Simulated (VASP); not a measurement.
Write the native input for VASP 6.6.1 that does the following.

| Item | Value |
| --- | --- |
| Task | relaxation of cell and atoms |
| Functional | PBEsol |
| Potentials or basis | VASP PAW PBE potentials, release 64 (Cd, F) |
| Cutoff | 600 eV |
| k mesh | 6 × 6 × 6 |
| Occupations | gaussian, width 0.01 eV |
| Spin | no spin polarisation |
| Target pressure | 4 GPa |
| Dipole correction | no |
| Further INCAR settings | ALGO = Normal; EDIFF = 1e-07; IBRION = 2; EDIFFG = -0.002; NSW = 100; ISIF = 3 |

The structure of CdF2 lies in POSCAR:

```
CdF2
1.0
    0.0000000000      2.6921157986      2.6921157986
    2.6921157986      0.0000000000      2.6921157986
    2.6921157986      2.6921157986      0.0000000000
Cd F
1 2
Direct
    0.0000000000      0.0000000000      0.0000000000
    0.2500000000      0.2500000000      0.2500000000
    0.7500000000      0.7500000000      0.7500000000
```

One way to write it, as run:

INCAR

```
ALGO = Normal
EDIFF = 1E-7
EDIFFG = -0.002
ENCUT = 600
GGA = PS
IBRION = 2
ISIF = 3
ISMEAR = 0
LASPH = True
LCHARG = False
LREAL = False
LWAVE = False
NELM = 80
NSW = 100
PREC = Accurate
PSTRESS = 40.0
SIGMA = 0.01
```

KPOINTS

```
k-points
0
Gamma
  6 6 6
```

Potentials or basis: VASP PAW PBE potentials, release 64 (Cd, F).

Launch:

```console
$ cat potpaw_PBE.64/Cd/POTCAR potpaw_PBE.64/F/POTCAR > POTCAR
$ mpirun -np 1 vasp_std > vasp.out
```

Results of the run:

The relaxed volume is 12.64 Å³/atom and the relaxed cell is a = 3.771 Å, b = 3.771 Å, c = 3.771 Å, α = 60.00°, β = 60.00°, γ = 60.00°. The space group after relaxing (to 0.1 Å) is Fm-3m (No. 225), the energy change on relaxing (the run minimises the enthalpy) is +5.1 meV/atom and the ionic steps are 3. The pressure after relaxing is 4.0 GPa and the band gap on the k mesh is 3.03 eV (least direct gap 3.46 eV).

Caveat: the cell is relaxed towards a set pressure, so the run minimises the enthalpy, not the energy; the PAW data sets were made with another functional, which shifts forces and pressure a little.

Run time: 17 s on 1 thread of Intel(R) Xeon(R) 6975P-C (Granite Rapids) (shared host), peak memory 0.18 GiB.
